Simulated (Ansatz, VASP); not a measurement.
# One calculation of AlAs, two programs

Contents of INCAR:

```
PREC     = Accurate       # precision mode
ENCUT    = 500            # plane-wave cutoff, eV
EDIFF    = 1E-6           # SCF threshold, eV
ISMEAR   = 0              # smearing method
SIGMA    = 0.02           # smearing width, eV
LREAL    = False          # projectors in reciprocal space
LASPH    = True           # aspherical terms in the spheres
NELM     = 120            # most SCF steps
ALGO     = Normal         # electronic algorithm
ISIF     = 2              # what is computed and relaxed
LWAVE    = False          # write WAVECAR
LCHARG   = True           # write CHGCAR
GGA      = PE             # functional
LELF     = True           # ELF
LVHAR    = True         
NBANDS   = 11             # bands
GGA_COMPAT= False
```

Contents of KPOINTS:

```
Automatic mesh
0
Gamma
  8 8 8
```

Contents of POSCAR:

```
AlAs
1.0
    0.0000000000      2.8638066096      2.8638066096
    2.8638066096      0.0000000000      2.8638066096
    2.8638066096      2.8638066096      0.0000000000
Al As
1 1
Direct
    0.0000000000      0.0000000000      0.0000000000
    0.2500000000      0.2500000000      0.2500000000
```

Input for Ansatz:

```yaml
crystal:
  lattice:
    - [0.0, 2.8638066096, 2.8638066096]
    - [2.8638066096, 0.0, 2.8638066096]
    - [2.8638066096, 2.8638066096, 0.0]
  atoms:
    - { symbol: Al, position: [0.0, 0.0, 0.0] }
    - { symbol: As, position: [0.25, 0.25, 0.25] }
basis:
  ecutwfc: 420
kpoints:
  mp_grid: { grid: [8, 8, 8] }
hamiltonian:
  xc: pbe
scf:
  occupations: { method: gaussian, width: 0.02 }
  n_extra_bands: 12
output:
  forces: false
  stress: false
  eigenvalues: true
  optics: { e_range: [0, 14], sigma: 0.1, nscf_kmesh: { grid: [12, 12, 12] } }
checkpoint:
  read: start.run
  write: ck
  compress: false
  write_wavefunctions: false
  write_every: 100000
```

Alike in both runs: task single point; functional PBE; k mesh 8 × 8 × 8; occupations gaussian, width 0.02 eV; no spin polarisation.

```csv
,VASP,Ansatz
version,VASP 6.6.1,Ansatz 0.2.0
potentials or method,"VASP PAW PBE potentials, release 64 (Al, As), cutoff 500 eV","scalar-relativistic, plane waves, PAW"
valence electrons in the cell,8,18
```

Ansatz gave:

```
gap on the k mesh at the Fermi level (eV) : 1.50
least direct gap on the mesh (eV)         : 1.78
```

Task: What did VASP give for the same quantities?

Result: gap on the k mesh at the Fermi level (eV): 1.49; least direct gap on the mesh (eV): 1.78.

The functional is the same, so the differences come from potentials, cutoffs and numerics. VASP's potentials hold 8 valence electrons a cell and Ansatz's 18, so a difference there can come from the potentials and not from the codes.
